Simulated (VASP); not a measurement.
CaO, 2 atoms in the cell. It takes space group R3m (No. 160, trigonal). Conventional cell: a = 3.747 Å, b = 3.747 Å, c = 8.900 Å, α = 90.00°, β = 90.00°, γ = 120.00°. Ca (site symmetry 3m) has 4 O at 2.26 to 2.28 Å within 3.0 Å. Within 3.0 Å of O (site symmetry 3m) lie 4 Ca at 2.26 to 2.28 Å.  This cell differs from its parent crystal: epitaxial 111 strain +1.7%.

```yaml
Program: VASP 6.6.1
Task: single point
Functional: r2SCAN
Potentials_or_basis: VASP PAW PBE potentials, release 64 (Ca_sv, O)
Cutoff: 520 eV
k_mesh: 8 × 8 × 8
Occupations: gaussian, width 0.01 eV
Spin: no spin polarisation
Dipole_correction: no
Further_INCAR_settings: ALGO = Normal; EDIFF = 1e-06; NBANDS = 15
```

Potentials or basis: VASP PAW PBE potentials, release 64 (Ca_sv, O).

Launch:

```sh
$ cat potpaw_PBE.64/Ca_sv/POTCAR potpaw_PBE.64/O/POTCAR > POTCAR
$ cp INCAR.step1 INCAR
$ mpirun -np 1 vasp_std > vasp.out
$ cp INCAR.step2 INCAR
$ mpirun -np 1 vasp_std > vasp.out
```

Hardware: 1 thread of Intel(R) Xeon(R) 6975P-C (Granite Rapids), with other jobs on the host.

**Question.** How long does it take, and how much memory?

**Answer.** It took 56 s on 1 thread of Intel(R) Xeon(R) 6975P-C (Granite Rapids) (shared host), peak memory 0.18 GiB. Counts: k points 65.
